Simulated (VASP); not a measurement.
Here is a VASP 6.6.1 calculation.

The input INCAR:

```
SYSTEM = HfC
PREC = Accurate ; ENCUT = 520
EDIFF = 1E-7 ; ISMEAR = -1
SIGMA = 0.1 ; LREAL = .False.
LASPH = .True. ; NELM = 150
ALGO = Normal ; ISIF = 2
LWAVE = .False. ; LCHARG = .False.
ISPIN = 2 ; MAGMOM = 1 0
LORBIT = 11 ; NUPDOWN = 1.0
LMAXMIX = 4 ; GGA = RP
IVDW = 12 ; NBANDS = 18
```

The input KPOINTS:

```
Automatic mesh
0
Gamma
  10 10 10
  0 0 0
```

File POSCAR:

```
HfC
1.0
    0.0000000000      2.3705998121      2.3705998121
    2.3705998121      0.0000000000      2.3705998121
    2.3705998121      2.3705998121      0.0000000000
Hf C
1 1
Direct
    0.5000000000      0.5000000000      0.5000000000
    0.0000000000      0.0000000000      0.0000000000
```

Potentials or basis: VASP PAW PBE potentials, release 64 (Hf_pv, C).

Run with:

```sh
$ cat potpaw_PBE.64/Hf_pv/POTCAR potpaw_PBE.64/C/POTCAR > POTCAR
$ mpirun -np 1 vasp_std > vasp.out
```

(1) What does it give for the pressure?

(2) What does it give for the dispersion energy per atom?

Answers

(1) -33.7 GPa.

(2) -2.154 eV.

Caveat: three body term missing; the PAW data sets were made with another functional, which shifts forces and pressure a little; the total moment is fixed, so each spin has its own Fermi level.
